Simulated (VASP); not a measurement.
Set up this calculation in VASP 6.6.1, as the native input.

* Task: single point
* Functional: PBE
* Potentials or basis: VASP PAW PBE potentials, release 64 (C_h, N_h, H_h)
* Cutoff: 1000 eV
* k mesh: 1 × 1 × 1
* Occupations: fermi-dirac, width 0.02 eV
* Spin: no spin polarisation
* Dipole correction: no
* Further INCAR settings: LREAL = Auto; ALGO = Normal; EDIFF = 1e-06; NBANDS = 72

The structure of H3C2N lies in POSCAR:

```
H3C2N
1.0
    8.3116590000      0.0000000000      0.0000000000
    0.0000000000      8.3116590000      0.0000000000
    0.0000000000      0.0000000000      8.3116590000
C N H
12 6 18
Direct
    1.0261628996      0.5141545693      0.4332558951
    0.9549745804      0.5804771342      0.2880244471
    0.3967560073      0.9536518366      0.6202724412
    0.2271414204      0.9487590939      0.5811718181
    0.1632602669      0.4400800321      0.8675248623
    0.2945123413      0.3979388063      0.7601119755
    0.8195339793      0.8232884597      0.8032060985
    0.7709244534      0.9702803473      0.8838211893
    0.5294581333      0.5883385709      0.0391734834
    0.4484041794      0.6706440427      0.1698694449
    0.6013424040      0.2332659400      0.3056734342
    0.4312195788      0.2499185006      0.2701822780
    0.8994028413      0.6314267897      0.1699633702
    0.0906489956      0.9433438039      0.5518364525
    0.4016436927      0.3653493992      0.6762228896
    0.7326820234      1.0890728692      0.9470539806
    0.3863846259      0.7353919731      0.2771564828
    0.2963448899      0.2662799360      0.2368615235
    1.1051482621      0.4128402066      0.4001318626
    1.0977757265      0.6076239880      0.4931173018
    0.9312678240      0.4714377035      0.5150206871
    0.4635005479      0.8856563718      0.5286455533
    0.4382531821      1.0789956849      0.6247804325
    0.4165461169      0.9002247501      0.7394850378
    0.1712279995      0.5678950696      0.9012874185
    0.0464649545      0.4190165642      0.8086801932
    0.1692593092      0.3670571650      0.9781465723
    0.8666357585      0.7380303643      0.8928266861
    0.7162721667      0.7686644036      0.7411312716
    0.9121615750      0.8516067040      0.7129215837
    0.6602492445      0.5922808398      0.0600111782
    0.4906459704      0.4623771467      0.0330381927
    0.5026769999      0.6458284857     -0.0767677530
    0.6559732973      0.3531636291      0.3162617055
    0.6192516273      0.1694841403      0.4197666817
    0.6609246248      0.1680856781      0.2070610277
```

One way to write it, as run:

INCAR

```
SYSTEM = H3C2N
PREC = Accurate ; ENCUT = 1000
EDIFF = 1E-6 ; ISMEAR = -1
SIGMA = 0.02 ; LREAL = Auto
LASPH = .TRUE. ; NELM = 120
ALGO = Normal ; ISIF = 2
LWAVE = .FALSE. ; LCHARG = .FALSE.
GGA = PE ; NBANDS = 72
GGA_COMPAT = .FALSE.
```

KPOINTS

```
Automatic mesh
0
G
  1 1 1
  0 0 0
```

Potentials or basis: VASP PAW PBE potentials, release 64 (C_h, N_h, H_h).

Launch:

```console
$ cat potpaw_PBE.64/C_h/POTCAR potpaw_PBE.64/N_h/POTCAR potpaw_PBE.64/H_h/POTCAR > POTCAR
$ mpirun -np 1 vasp_gam > vasp.out
```

Results of the run:

```
Pressure               : 0.1 GPa
Largest force          : 0.298 eV/Å
Band gap on the k mesh : 6.29 eV
```

Caveat: the k points lie up to 0.76 Å⁻¹ apart.

Wall time 3.4 min on 1 thread of Intel(R) Xeon(R) Platinum 8375C CPU @ 2.90GHz (Ice Lake), on a shared host, peak memory 1.2 GiB.
